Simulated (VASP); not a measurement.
Write the native input for VASP 6.6.1 that does the following.

```yaml
Task: relaxation of cell and atoms
Functional: PBEsol
Potentials_or_basis: VASP PAW PBE potentials, release 64 (Ta_pv)
Cutoff: 600 eV
k_mesh: 18 × 18 × 18
Occupations: fermi-dirac, width 0.15 eV
Spin: no spin polarisation
Dipole_correction: no
Further_INCAR_settings: ALGO = Normal; EDIFF = 1e-06; IBRION = 2; EDIFFG = -0.001; NSW = 80; ISIF = 3
```

The structure of Ta lies in POSCAR:

```
Ta
1.0
   -1.6402040214      1.6402040214      1.6402040214
    1.6402040214     -1.6402040214      1.6402040214
    1.6402040214      1.6402040214     -1.6402040214
Ta
1
Direct
    0.0000000000      0.0000000000      0.0000000000
```

The input as run:

INCAR

```
SYSTEM = Ta
ALGO = Normal
EDIFF = 1E-6
EDIFFG = -0.001
ENCUT = 600
GGA = PS
IBRION = 2
ISIF = 3
ISMEAR = -1
LASPH = .TRUE.
LCHARG = .FALSE.
LREAL = .FALSE.
LWAVE = .FALSE.
NELM = 80
NSW = 80
PREC = Accurate
SIGMA = 0.15
```

KPOINTS

```
k-points
0
G
  18 18 18
  0 0 0
```

Potentials or basis: VASP PAW PBE potentials, release 64 (Ta_pv).

Command:

```sh
$ cat potpaw_PBE.64/Ta_pv/POTCAR > POTCAR
$ mpirun -np 1 vasp_std > vasp.out
```

Results of the run:

```
Relaxed volume                         : 17.72 Å³/atom
Relaxed cell                           : a = 2.844 Å, b = 2.844 Å, c = 2.844 Å, α = 109.47°, β = 109.47°, γ = 109.47°
Space group after relaxing (to 0.05 Å) : Im-3m (No. 229)
Energy gained by relaxing              : 0.2 meV/atom
Ionic steps                            : 3
Pressure after relaxing                : 0.0 GPa
```

Caveat: the PAW data sets were made with another functional, which shifts forces and pressure a little.

Wall time 17 s on 1 thread of Intel(R) Xeon(R) 6975P-C (Granite Rapids), with other jobs on the host, peak memory 0.17 GiB.
